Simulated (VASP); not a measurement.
# Sb (P6_3/mmc) in VASP: further runs, part 2 of 2

VASP 6.6.1.

**3. Single point, LDA (zz strain of +2 %)**

Contents of INCAR:

```
ALGO = Normal
EDIFF = 1E-7
ENCUT = 520
ISIF = 2
ISMEAR = -1
LASPH = True
LCHARG = False
LREAL = False
LWAVE = False
NBANDS = 12
NELM = 80
PREC = Accurate
SIGMA = 0.03
```

Contents of KPOINTS:

```
k-points
0
Gamma
  12 12 7
```

Contents of POSCAR:

```
Sb
1.0
    3.3690001795      0.0000000000      0.0000000000
   -1.6845000898      2.9176397408      0.0000000000
    0.0000000000      0.0000000000      5.4366000000
Sb
2
Direct
    0.3333333333      0.6666666667      0.2500000000
    0.6666666667      0.3333333333      0.7500000000
```

Potentials or basis: VASP PAW LDA potentials, release 64 (Sb).

Launch:

```
$ cat potpaw_LDA.64/Sb/POTCAR > POTCAR
$ mpirun -np 1 vasp_std > vasp.out
```

It took 48 s on 1 thread of AMD EPYC 7R43 (Zen 3), shared host; peak memory 0.13 GiB.

The run converged. Its results:

```yaml
Free_energy: -9.1290 eV
Pressure: -2.5 GPa
Band_gap_on_the_k_mesh: zero (band 5 reaches 12.55 eV, above the bottom of band 6 at 5.64 eV)
```

Stress tensor (GPa, compression positive):
```
-2.17  0.00  0.00
 0.00 -2.17  0.00
 0.00  0.00 -3.22
```

Levels at points of the mesh, in eV from the Fermi level:
```
           k point  band 3  band 4  band 5  band 6  band 7  band 8
(0.00, 0.00, 0.00)   -5.83    3.40    3.40    5.06    5.06    5.52
(0.50, 0.00, 0.00)   -4.32   -3.01   -2.31   -0.14    0.25    3.61
```

Caveat: the cell differs from its parent crystal (zz strain of +2 %); spin-orbit coupling is left out, which moves the levels of the heavy elements.

**4. Single point, LDA (volume scaled by 1.04)**

Contents of INCAR:

```
SYSTEM = Sb
PREC = Accurate ; ENCUT = 520
EDIFF = 1E-6 ; ISMEAR = -1
SIGMA = 0.03 ; LREAL = .FALSE.
LASPH = .TRUE. ; NELM = 100
ALGO = Normal ; ISIF = 2
LWAVE = .FALSE. ; LCHARG = .TRUE.
LELF = .TRUE. ; LVHAR = .TRUE.
NBANDS = 12
```

Contents of KPOINTS:

```
regular mesh
0
G
  12 12 7
  0 0 0
```

Contents of POSCAR:

```
Sb
1.0
    3.4133342133      0.0000000000      0.0000000000
   -1.7066671067      2.9560341404      0.0000000000
    0.0000000000      0.0000000000      5.4001396224
Sb
2
Direct
    0.3333333333      0.6666666667      0.2500000000
    0.6666666667      0.3333333333      0.7500000000
```

Potentials or basis: VASP PAW LDA potentials, release 64 (Sb).

Launch:

```
$ cat potpaw_LDA.64/Sb/POTCAR > POTCAR
$ mpirun -np 1 vasp_std > vasp.out
```

OUTCAR:

```text
SYSTEM = Sb
   PREC = Accurate
   ENCUT = 520
   EDIFF = 1E-6
   ISMEAR = -1
   LREAL = .FALSE.
   LASPH = .TRUE.
   NELM = 100
   ISIF = 2

 ion  position               nearest neighbor table
   1  0.333  0.667  0.250-   2 3.34   2 3.34   2 3.34   2 3.34   2 3.34   2 3.34
   2  0.667  0.333  0.750-   1 3.34   1 3.34   1 3.34   1 3.34   1 3.34   1 3.34

  LATTYP: Found a hexagonal cell.
 ALAT       =     3.4133342133
 C/A-ratio  =     1.5820717471

  Lattice vectors:

 A1 = (   3.4133342133,   0.0000000000,   0.0000000000)
 A2 = (  -1.7066671067,   2.9560341404,   0.0000000000)
[... 540 lines left out ...]
      9      13.2345      0.00000
     10      15.3530      0.00000
     11      17.0619      0.00000
     12      17.8188      0.00000

 [... further k-points ...]
[... 5 lines left out ...]
  --------------------------------------------------------------------------------------
  -------------------------------------------------------------------------------------
  Total       -1.0960882     -1.0960882     -1.5792729      0.0000000      0.0000000      0.0000000
  in kB      -32.2301873    -32.2301873    -46.4381094      0.0000000      0.0000000      0.0000000
  external PRESSURE =     -36.9661613 kB  Pullay stress =       0.0000000 kB

 VOLUME and BASIS-vectors are now :
 -----------------------------------------------------------------------------
  energy-cutoff  :      520.00
  volume of cell :       54.49
      direct lattice vectors                 reciprocal lattice vectors
     3.413334213  0.000000000  0.000000000     0.292968674  0.169145543  0.000000000
    -1.706667107  2.956034140  0.000000000     0.000000000  0.338291086  0.000000000
     0.000000000  0.000000000  5.400139622     0.000000000  0.000000000  0.185180397

 POSITION                                       TOTAL-FORCE (eV/Angst)
 -----------------------------------------------------------------------------------
     -0.00000      1.97069      1.35003         0.000000     -0.000000      0.000000
      1.70667      0.98534      4.05010        -0.000000      0.000000      0.000000
 -----------------------------------------------------------------------------------
    total drift:                               -0.000000      0.000000      0.000000

  FREE ENERGIE OF THE ION-ELECTRON SYSTEM (eV)
  ---------------------------------------------------
  free  energy   TOTEN  =        -9.1147949927 eV

  energy  without entropy=       -9.1118862260  energy(sigma->0) =       -9.11334061
```

OSZICAR:

```text
N       E                     dE             d eps       ncg     rms          rms(c)
DAV:   1     0.338200837577E+02    0.33820E+02   -0.35476E+03  1824   0.661E+02
DAV:   2    -0.735634562168E+01   -0.41176E+02   -0.39955E+02  2504   0.109E+02
DAV:   3    -0.911628766111E+01   -0.17599E+01   -0.17419E+01  2328   0.251E+01
DAV:   4    -0.913004303028E+01   -0.13755E-01   -0.13752E-01  2060   0.272E+00
DAV:   5    -0.913019840485E+01   -0.15537E-03   -0.15537E-03  2188   0.315E-01    0.247E+00
DAV:   6    -0.912004230133E+01    0.10156E-01   -0.45900E-03  2036   0.301E-01    0.140E+00
DAV:   7    -0.911481767503E+01    0.52246E-02   -0.80902E-03  1892   0.401E-01    0.322E-02
DAV:   8    -0.911479485121E+01    0.22824E-04   -0.93568E-05  2212   0.686E-02    0.153E-02
DAV:   9    -0.911479499270E+01   -0.14149E-06   -0.15965E-06  1884   0.976E-03
   1 F= -.91147950E+01 E0= -.91133406E+01  d E =-.290877E-02
```

It took 41 s on 1 thread of AMD EPYC 7R43 (Zen 3), shared host; peak memory 0.14 GiB.

Results:

```yaml
Free_energy: -9.1148 eV
Pressure: -3.7 GPa
Band_gap_on_the_k_mesh: zero (band 5 reaches 12.01 eV, above the bottom of band 6 at 5.49 eV)
```

Caveat: spin-orbit coupling is left out, which moves the levels of the heavy elements.

**5. Single point, LDA (volume scaled by 1.06)**

Contents of INCAR:

```
PREC = Accurate
ENCUT = 520
EDIFF = 1E-7
ISMEAR = -1
SIGMA = 0.03
LREAL = F
LASPH = T
NELM = 80
ALGO = Normal
ISIF = 2
LWAVE = F
LCHARG = T
LELF = T
LVHAR = T
NBANDS = 12
```

Contents of KPOINTS:

```
Automatic mesh
0
Gamma
  12 12 7
```

Contents of POSCAR:

```
Sb
1.0
    3.4350757818      0.0000000000      0.0000000000
   -1.7175378909      2.9748628909      0.0000000000
    0.0000000000      0.0000000000      5.4345363435
Sb
2
Direct
    0.3333333333      0.6666666667      0.2500000000
    0.6666666667      0.3333333333      0.7500000000
```

Launch:

```
$ cat potpaw_LDA.64/Sb/POTCAR > POTCAR
$ mpirun -np 1 vasp_std > vasp.out
```

It took 61 s on 1 thread of AMD EPYC 7R43 (Zen 3), shared host; peak memory 0.14 GiB.

It converged, with:

```yaml
Free_energy: -9.0873 eV
Pressure: -4.7 GPa
Band_gap_on_the_k_mesh: zero (band 5 reaches 11.66 eV, above the bottom of band 6 at 5.31 eV)
```

Stress tensor (GPa, compression positive):
```
-4.25  0.00  0.00
 0.00 -4.25  0.00
 0.00  0.00 -5.62
```

Levels at points of the mesh, in eV from the Fermi level:
```csv
k point,band 2,band 3,band 4,band 5,band 6,band 7,band 8,band 9
"(0.00, 0.00, 0.00)",-8.89,-5.57,3.00,3.00,4.66,4.66,5.46,7.11
"(0.50, 0.00, 0.00)",-8.15,-4.16,-2.78,-2.25,-0.11,0.08,3.42,4.27
```

Caveat: spin-orbit coupling is left out, which moves the levels of the heavy elements.

**6. The runs side by side**

```csv
cell,gap on the mesh (eV),pressure (GPa)
"a = 3.391, b = 3.391, c = 5.365 Å, angles 90.0, 90.0, 120.0°, 2 atoms",none,-2.5
"a = 3.369, b = 3.369, c = 5.437 Å, angles 90.0, 90.0, 120.0°, 2 atoms",none,-2.5
"a = 3.413, b = 3.413, c = 5.400 Å, angles 90.0, 90.0, 120.0°, 2 atoms",none,-3.7
"a = 3.435, b = 3.435, c = 5.435 Å, angles 90.0, 90.0, 120.0°, 2 atoms",none,-4.7
```

Alike in all rows: task single point; level LDA; potentials or basis VASP PAW LDA potentials, release 64 (Sb); no spin polarisation; k mesh 12 × 12 × 7; cutoff (eV) 520; smearing fermi-dirac 0.03 eV.

Caveats: spin-orbit coupling is left out, which moves the levels of the heavy elements.

Absolute energies hang on the potentials; compare differences alone.
